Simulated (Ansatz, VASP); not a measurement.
# One calculation of Ir, two programs

File INCAR:

```
PREC     = Accurate       # precision mode
ENCUT    = 560            # plane-wave cutoff, eV
EDIFF    = 1E-7           # SCF threshold, eV
ISMEAR   = 0              # smearing method
SIGMA    = 0.1            # smearing width, eV
LREAL    = False          # projectors in reciprocal space
LASPH    = True           # aspherical terms in the spheres
NELM     = 120            # most SCF steps
ALGO     = Normal         # electronic algorithm
ISIF     = 3              # what is computed and relaxed
LWAVE    = False          # write WAVECAR
LCHARG   = False          # write CHGCAR
IBRION   = 2              # ionic algorithm
NSW      = 100            # ionic steps
EDIFFG   = -0.05          # ionic threshold
GGA_COMPAT= False        
NELMIN   = 4
```

Contents of KPOINTS:

```
Automatic mesh
0
Gamma
  8 8 8
```

File POSCAR:

```
Ir
1.0
    0.0000000000      1.9269646700      1.9269646700
    1.9269646700      0.0000000000      1.9269646700
    1.9269646700      1.9269646700      0.0000000000
Ir
1
Direct
    0.0000000000      0.0000000000      0.0000000000
```

Input for Ansatz:

```yaml
crystal:
  lattice:
    - [0.0, 1.92696467, 1.92696467]
    - [1.92696467, 0.0, 1.92696467]
    - [1.92696467, 1.92696467, 0.0]
  atoms:
    - { symbol: Ir, position: [0.0, 0.0, 0.0] }
basis:
  ecutwfc: 420
kpoints:
  mp_grid: { grid: [8, 8, 8] }
hamiltonian:
  xc: lda
  pseudopotentials: { kind: paw, azcp: { folder: soft_1 } }
scf:
  occupations: { method: gaussian, width: 0.1 }
output:
  forces: true
  stress: true
  eigenvalues: true
relax:
  adjacent_minimum: "off"
  f_tol: 0.05
  max_steps: 80
  cell: { stress_tol: 0.5 }
```

Alike in both runs: task relaxation of cell and atoms; functional LDA; k mesh 8 × 8 × 8; occupations gaussian, width 0.1 eV; no spin polarisation.

|  | VASP | Ansatz |
| --- | --- | --- |
| version | VASP 6.6.1 | Ansatz 0.2.0 |
| potentials or method | VASP PAW LDA potentials, release 64 (Ir_sv_GW), cutoff 560 eV | scalar-relativistic, plane waves, PAW |
| valence electrons in the cell | 17 | 17 |

```csv
,VASP,Ansatz,Ansatz less VASP
"gap on the k mesh at the Fermi level, each at its own relaxed structure (eV)",none,none,-
relaxed volume (Å³/atom),13.89,13.89,0.000
relaxed length of the cell vector where the two differ most in proportion (Å),2.698,2.698,0.0000
```

Ansatz warns that its potentials were made for another functional, while VASP's fit it. LDA's correlation is that of Perdew and Zunger in VASP and of Perdew and Wang (1992) in Ansatz. A gap of «none» marks a metal or a gap that the smearing closes.

Spin-orbit coupling is off throughout.
